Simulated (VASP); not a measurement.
# Li4F (P4/mmm) in VASP: further runs, part 2 of 2

VASP 6.6.1. Earlier steps stand in the parts before.

## Step 3: Relaxation of cell and atoms, PBE (atoms taken out)

File INCAR:

```
PREC = Accurate
ENCUT = 600
EDIFF = 1E-6
ISMEAR = 0
SIGMA = 0.1
LREAL = False
LASPH = True
NELM = 60
ALGO = Normal
ISIF = 3
LWAVE = False
LCHARG = False
GGA = PE
IBRION = 2
NSW = 100
EDIFFG = -0.01
```

File KPOINTS:

```
regular mesh
0
Gamma
  10 10 8
```

File POSCAR:

```
Li4F
1.0
    3.7700378725      0.0000000000      0.0000000000
    0.0000000000      3.7700378725      0.0000000000
    0.0000000000      0.0000000000      5.3795274883
Li F
4 1
Direct
    0.5000000000      0.0000000000      0.2412337695
    0.0000000000      0.5000000000      0.7587662305
    0.5000000000      0.0000000000      0.7587662305
    0.0000000000      0.5000000000      0.2412337695
    0.0000000000      0.0000000000      0.0000000000
```

Potentials or basis: VASP PAW PBE potentials, release 64 (Li_sv, F).

Command:

```
$ cat potpaw_PBE.64/Li_sv/POTCAR potpaw_PBE.64/F/POTCAR > POTCAR
$ mpirun -np 1 vasp_std > vasp.out
```

OUTCAR:

```text
PREC = Accurate
   ENCUT = 600
   EDIFF = 1E-6
   ISMEAR = 0
   LREAL = False
   LASPH = True
   NELM = 60
   ISIF = 3
   GGA = PE
   IBRION = 2
   NSW = 100
   EDIFFG = -0.01

 ion  position               nearest neighbor table
   1  0.500  0.000  0.241-   3 2.60
   2  0.000  0.500  0.759-   4 2.60
   3  0.500  0.000  0.759-   1 2.60
   4  0.000  0.500  0.241-   2 2.60
   5  0.000  0.000  0.000-

  LATTYP: Found a simple tetragonal cell.
 ALAT       =     3.7700378725
 C/A-ratio  =     1.4269160338

  Lattice vectors:

 A1 = (   3.7700378725,   0.0000000000,   0.0000000000)
 A2 = (   0.0000000000,   3.7700378725,   0.0000000000)
 A3 = (   0.0000000000,   0.0000000000,   5.3795274883)

Analysis of symmetry for initial positions (statically):
=====================================================================
 Subroutine PRICEL returns:
 Original cell was already a primitive cell.

 Routine SETGRP: Setting up the symmetry group for a
 simple tetragonal supercell.

 Subroutine GETGRP returns: Found 16 space group operations
 (whereof 16 operations were pure point group operations)
 out of a pool of 16 trial point group operations.

The static configuration has the point symmetry D_4h.

Analysis of symmetry for dynamics (positions and initial velocities):
=====================================================================
 Subroutine PRICEL returns:
 Original cell was already a primitive cell.

 Routine SETGRP: Setting up the symmetry group for a
 simple tetragonal supercell.

 Subroutine GETGRP returns: Found 16 space group operations
 (whereof 16 operations were pure point group operations)
 out of a pool of 16 trial point group operations.

The dynamic configuration has the point symmetry D_4h.

 Subroutine INISYM returns: Found 16 space group operations
 (whereof 16 operations are pure point group operations),
 and found     1 'primitive' translations

[... 134 lines left out ...]
  energy-cutoff  :      600.00
  volume of cell :       76.46
 maximum number of plane-waves:      2590
   NGX = 15   NGY = 15   NGZ = 21

--------------------------------------- Ionic step        1  -------------------------------------------

 number of electron      19.0000034 magnetization

 Free energy of the ion-electron system (eV)
  ---------------------------------------------------
  ext. energy  EPLUGINS =         0.00000000
  ---------------------------------------------------
  free energy    TOTEN  =       -13.66657273 eV

  energy without entropy =      -13.65637908  energy(sigma->0) =      -13.66147591

------------------------ aborting loop because EDIFF is reached ----------------------------------------

  FORCE on cell =-STRESS in cart. coord.  units (eV):
  Direction    XX          YY          ZZ          XY          YZ          ZX
  --------------------------------------------------------------------------------------
  -------------------------------------------------------------------------------------
  Total       -0.0329909     -0.0329909     -0.2646363      0.0000000      0.0000000      0.0000000
  in kB       -0.6913049     -0.6913049     -5.5452916      0.0000000      0.0000000      0.0000000
  external PRESSURE =      -2.3093005 kB  Pullay stress =       0.0000000 kB
[... 182 lines left out ...]
--------------------------------------- Ionic step        6  -------------------------------------------

 number of electron      19.0000037 magnetization

 Free energy of the ion-electron system (eV)
  ---------------------------------------------------
  ext. energy  EPLUGINS =         0.00000000
  ---------------------------------------------------
  free energy    TOTEN  =       -13.66843198 eV

  energy without entropy =      -13.65840448  energy(sigma->0) =      -13.66341823

 E-fermi :   2.0939     XC(G=0):  -7.7853

 val. band max:        2.0901881146   @ k =   0.5000   0.2000   0.3750
 cond. band min:       2.1006575240   @ k =   0.1000   0.1000   0.0000
 fundamental gap:      0.0104694094
 Fermi energy:         2.0939273450

 k-point     1 :       0.0000    0.0000    0.0000
  band No.  band energies     occupation
      1     -45.2810      2.00000
      2     -45.2514      2.00000
      3     -45.2251      2.00000
      4     -45.1998      2.00000
      5     -23.3022      2.00000
      6      -5.0186      2.00000
      7      -4.9625      2.00000
      8      -4.9625      2.00000
      9      -1.1794      2.00000
     10       1.8504      1.99943
     11       5.0931      0.00000
     12       6.0295      0.00000
     13       6.0295      0.00000
[... 354 lines left out ...]
  band No.  band energies     occupation
      1     -45.2746      2.00000
      2     -45.2473      2.00000
      3     -45.2293      2.00000
      4     -45.2056      2.00000
      5     -23.2988      2.00000
      6      -5.1409      2.00000
      7      -5.0432      2.00000
      8      -4.9364      2.00000
      9      -0.7506      2.00000
     10       2.1478      0.44595
     11       4.2547      0.00000
     12       5.4096      0.00000
     13       6.3572      0.00000

 [... further k-points ...]
[... 5 lines left out ...]
  --------------------------------------------------------------------------------------
  -------------------------------------------------------------------------------------
  Total        0.0219313      0.0219313      0.0099001      0.0000000      0.0000000      0.0000000
  in kB        0.4675313      0.4675313      0.2110513      0.0000000      0.0000000      0.0000000
  external PRESSURE =       0.3820380 kB  Pullay stress =       0.0000000 kB
[... 20 lines left out ...]
  FREE ENERGIE OF THE ION-ELECTRON SYSTEM (eV)
  ---------------------------------------------------
  free  energy   TOTEN  =       -13.6684319755 eV

  energy  without entropy=      -13.6584044821  energy(sigma->0) =      -13.66341823

 reached required accuracy - stopping structural energy minimisation
```

Run time: 2.4 min. Hardware: 1 thread of AMD EPYC 9R45 (Zen 5), shared host; peak memory 0.24 GiB.

Results:

```
Free energy                           : -13.6684 eV
Relaxed volume                        : 15.03 Å³/atom
Relaxed cell                          : a = 3.756 Å, b = 3.756 Å, c = 5.327 Å, α = 90.00°, β = 90.00°, γ = 90.00°
Space group after relaxing (to 0.1 Å) : P4/mmm (No. 123)
Energy gained by relaxing             : 0.4 meV/atom
Ionic steps                           : 6
Pressure after relaxing               : 0.0 GPa
Largest force after relaxing          : 0.006 eV/Å
Band gap on the k mesh                : zero (an odd number of electrons rules out a gap without spin polarisation)
```

Forces in eV/Å, atoms in the order of the input:
```
Li   0.000  0.000  0.006
Li   0.000  0.000 -0.006
Li   0.000  0.000 -0.006
Li   0.000  0.000  0.006
F    0.000  0.000  0.000
```

Step by step:
| step | energy change (eV) | largest force (eV/Å) | pressure (GPa) | volume (Å³) |
| --- | --- | --- | --- | --- |
| 1 | 0.0000 | 0.0225 | -0.23 | 76.46 |
| 2 | -0.0007 | 0.0226 | -0.20 | 76.22 |
| 3 | -0.0015 | 0.0210 | -0.02 | 75.49 |
| 4 | -0.0015 | 0.0212 | -0.05 | 75.56 |
| 5 | -0.0017 | 0.0157 | -0.01 | 75.42 |
| 6 | -0.0019 | 0.0061 | 0.04 | 75.16 |

Final structure:
```
CELL_PARAMETERS angstrom
3.75596 0.00000 0.00000
0.00000 3.75596 0.00000
0.00000 0.00000 5.32748
ATOMIC_POSITIONS crystal
Li 0.50000 0.00000 0.24297
Li 0.00000 0.50000 0.75703
Li 0.50000 0.00000 0.75703
Li 0.00000 0.50000 0.24297
F 0.00000 0.00000 0.00000
```

Caveat: the cell differs from its parent crystal (atoms taken out); the cutoff is under 1.25 times the usual one of these potentials, so pressure, stress and relaxed cells hold a basis-set (Pulay) error; an odd number of electrons without spin polarisation forces a metal; a magnetic or distorted state may lie lower.
